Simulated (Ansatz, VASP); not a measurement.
Si in VASP and in Ansatz

```
Si
1.0
     0.00000    2.73505    2.73505
     2.73505    0.00000    2.73505
     2.73505    2.73505    0.00000
Si
2
Direct
  0.75000 0.75000 0.75000
  0.50000 0.50000 0.50000
```

Alike in both runs: task single point; functional HSE06; k mesh 8 × 8 × 8; no spin polarisation.

|  | VASP | Ansatz |
| --- | --- | --- |
| version | VASP 6.6.1 | Ansatz 0.2.0 |
| potentials or method | VASP PAW PBE potentials, release 64 (Si), cutoff 520 eV | scalar-relativistic, plane waves, PAW |
| occupations | gaussian, width 0.01 eV | fixed |
| valence electrons in the cell | 8 | 8 |

|  | VASP | Ansatz | Ansatz less VASP |
| --- | --- | --- | --- |
| gap on the k mesh at the Fermi level (eV) | 1.22 | 1.21 | -0.012 |
| least direct gap on the mesh (eV) | 3.31 | 3.30 | -0.010 |
| pressure (GPa) | -1.9 | -1.6 | +0.33 |

Ansatz's warnings: stress exchange threshold loose, stress scf threshold loose.
